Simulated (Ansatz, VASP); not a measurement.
## NbCl: VASP beside Ansatz

```
Nb Cl
1.0
     3.88304    0.00000    0.00000
     0.00000    3.88304    0.00000
     0.00000    0.00000    4.91871
Nb Cl
2 2
Direct
  0.00000 0.50000 0.35902
  0.50000 0.00000 0.64098
  0.00000 0.00000 0.00000
  0.50000 0.50000 0.00000
```

Alike in both runs: functional PBE; k mesh 4 × 4 × 4; occupations gaussian, width 0.1 eV; collinear spin.

Ansatz relaxed the structure, and its values are those at the end. VASP's run is a single point on that final structure, the one shown.

```csv
,VASP,Ansatz
version,VASP 6.6.1,Ansatz 0.2.0
potentials or method,"VASP PAW PBE potentials, release 64 (Nb_sv, Cl), cutoff 520 eV","scalar-relativistic, plane waves, PAW"
valence electrons in the cell,40,40
```

Ansatz gave:

| Item | Value |
| --- | --- |
| gap on the k mesh at the Fermi level (eV) | none |
| pressure (GPa) | 0.0 |
| rms of the force components (eV/Å) | 0.002 |
| net moment per atom (μB) | 0.00 |

Question: Estimate VASP's values.

Answer: gap on the k mesh at the Fermi level (eV): none; pressure (GPa): -0.2; rms of the force components (eV/Å): 0.004; net moment per atom (μB): 0.00.

A gap of «none» marks a metal or a gap that the smearing closes. Ansatz's warnings: seeded moment not kept.

The k mesh is coarse, so the values compare programs but aren't converged.
